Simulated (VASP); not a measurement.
A run of VASP 6.6.1 is set up as follows.

INCAR

```
SYSTEM = ZnO
ALGO     = Normal         ! electronic algorithm
EDIFF    = 1E-6           ! SCF threshold, eV
ENCUT    = 520            ! plane-wave cutoff, eV
GGA      = PE             ! functional
ISIF     = 2              ! what is computed and relaxed
ISMEAR   = -1             ! smearing method
LASPH    = .True.         ! aspherical terms in the spheres
LCHARG   = .False.        ! write CHGCAR
LREAL    = .False.        ! projectors in reciprocal space
LWAVE    = .False.        ! write WAVECAR
NBANDS   = 16             ! bands
NELM     = 100            ! most SCF steps
PREC     = Accurate       ! precision mode
SIGMA    = 0.05           ! smearing width, eV
```

Contents of KPOINTS:

```
k-points
0
Gamma
  10 10 10
  0 0 0
```

The input POSCAR:

```
ZnO
1.0
    2.6882100000      0.0000000000      0.0000000000
    0.0000000000      2.6882100000      0.0000000000
    0.0000000000      0.0000000000      2.6882100000
Zn O
1 1
Direct
    0.0000000000      0.0000000000      0.0000000000
    0.5000000000      0.5000000000      0.5000000000
```

Potentials or basis: VASP PAW PBE potentials, release 64 (Zn, O).

The run is started by

```bash
$ cat potpaw_PBE.64/Zn/POTCAR potpaw_PBE.64/O/POTCAR > POTCAR
$ mpirun -np 1 vasp_std > vasp.out
```

Task: Estimate the pressure.

Result: 0.6 GPa.

Task: What does it give for the band gap on the k mesh?

Result: Zero (band 9 reaches 3.12 eV, above the bottom of band 10 at 2.27 eV).
